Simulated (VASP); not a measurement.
A run of VASP 6.6.1 is set up as follows.

INCAR

```
ALGO = Normal
DIPOL = 0.5 0.5 0.499
EDIFF = 1E-7
ENCUT = 520
GGA = PE
IDIPOL = 3
ISIF = 2
ISMEAR = 0
LASPH = True
LCHARG = True
LDIPOL = True
LELF = True
LREAL = False
LVACPOTAV = True
LVHAR = True
LWAVE = False
NBANDS = 36
NELM = 100
PREC = Accurate
SIGMA = 0.1
```

The input KPOINTS:

```
k-points
0
Gamma
  12 12 1
```

Contents of POSCAR:

```
Ag
1.0
    2.9460943290     -0.0000000029      0.0000000000
   -1.4730471620      2.5513925323      0.0000000000
    0.0000000000      0.0000000000     26.6049293146
Ag
5
Direct
    0.0000000000      0.0000000000      0.3194896667
    0.6666666667      0.3333333333      0.4097090210
    0.3333333333      0.6666666667      0.4986790778
    0.6666666667      0.3333333333      0.5878043701
    0.3333333333      0.6666666667      0.6779547611
```

Potentials or basis: VASP PAW PBE potentials, release 64 (Ag).

Run with:

```console
$ cat potpaw_PBE.64/Ag/POTCAR > POTCAR
$ mpirun -np 1 vasp_std > vasp.out
```

**Question.** Estimate the largest force.

**Answer.** 0.023 eV/Å.

Forces on the atoms (eV/Å):
```
Ag   0.000  0.000  0.023
Ag   0.000  0.000 -0.020
Ag   0.000  0.000  0.000
Ag   0.000  0.000  0.002
Ag   0.000  0.000 -0.005
```
